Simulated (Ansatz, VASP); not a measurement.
# Ag in VASP and in Ansatz

```xyz
2
Lattice="2.9054 0.0000 0.0000 -1.4527 2.5161 0.0000 0.0000 0.0000 4.7497" Properties=species:S:1:pos:R:3 pbc="T T T"
Ag    0.0000    1.6774    1.1874
Ag    1.4527    0.8387    3.5623
```

Change from the starting cell: volume scaled by 0.975.

Alike in both runs: task single point; functional PBE; k mesh 13 × 13 × 7; occupations fermi-dirac, width 0.03 eV; no spin polarisation.

|  | VASP | Ansatz |
| --- | --- | --- |
| version | VASP 6.6.1 | Ansatz 0.2.0 |
| potentials or method | VASP PAW PBE potentials, release 64 (Ag), cutoff 520 eV | all-electron LAPW, scalar-relativistic |

```tsv
	VASP	Ansatz	Ansatz less VASP
pressure (GPa)	2.6	2.7	+0.13
traceless stress, the component that is largest in VASP (GPa)	1.17	1.18	+0.009
```

Ansatz ran all-electron here, and VASP with PAW potentials.
